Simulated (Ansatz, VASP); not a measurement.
# BaF2: VASP beside Ansatz

INCAR

```
  PREC = Accurate
  ENCUT = 520
  EDIFF = 1E-8
  ISMEAR = 0
  SIGMA = 0.05
  LREAL = F
  LASPH = T
  NELM = 120
  ALGO = Normal
  ISIF = 2
  LWAVE = F
  LCHARG = F
  GGA = PS
  LEFG = T
  NBANDS = 19
  GGA_COMPAT = F
```

The input KPOINTS:

```
Automatic mesh
0
Gamma
  10 10 10
```

File POSCAR:

```
BaF2
1.0
    0.0000000000      3.0681251004      3.0681251004
    3.0681251004      0.0000000000      3.0681251004
    3.0681251004      3.0681251004      0.0000000000
Ba F
1 2
Direct
    0.0000000000      0.0000000000      0.0000000000
    0.2500000000      0.2500000000      0.2500000000
    0.7500000000      0.7500000000      0.7500000000
```

Input for Ansatz:

```yaml
crystal:
  lattice:
    - [0.0, 3.0681251004, 3.0681251004]
    - [3.0681251004, 0.0, 3.0681251004]
    - [3.0681251004, 3.0681251004, 0.0]
  atoms:
    - { symbol: Ba, position: [0.0, 0.0, 0.0] }
    - { symbol: F, position: [0.25, 0.25, 0.25] }
    - { symbol: F, position: [0.75, 0.75, 0.75] }
basis:
  ecutwfc: 420
  ecutrho_ratio: 4
kpoints:
  mp_grid: { grid: [10, 10, 10] }
hamiltonian:
  xc: pbesol
scf:
  occupations: { method: gaussian, width: 0.05 }
  n_extra_bands: 25
output:
  forces: true
  stress: true
  eigenvalues: true
  optics: { de: 0.05 }
  efg: {}
```

Alike in both runs: task electric field gradients; functional PBEsol; k mesh 10 × 10 × 10; occupations gaussian, width 0.05 eV; no spin polarisation.

|  | VASP | Ansatz |
| --- | --- | --- |
| version | VASP 6.6.1 | Ansatz 0.2.0 |
| potentials or method | VASP PAW PBE potentials, release 64 (Ba_sv, F), cutoff 520 eV | scalar-relativistic, plane waves, PAW |
| valence electrons in the cell | 24 | 24 |

|  | VASP | Ansatz | Ansatz less VASP |
| --- | --- | --- | --- |
| gap on the k mesh at the Fermi level (eV) | 6.75 | 6.84 | +0.084 |
| least direct gap on the mesh (eV) | 6.85 | 6.95 | +0.100 |
| pressure (GPa) | 1.3 | 0.0 | -1.27 |

VASP's potentials were made for PBE, not for PBEsol.

Neither program's run includes spin-orbit coupling.
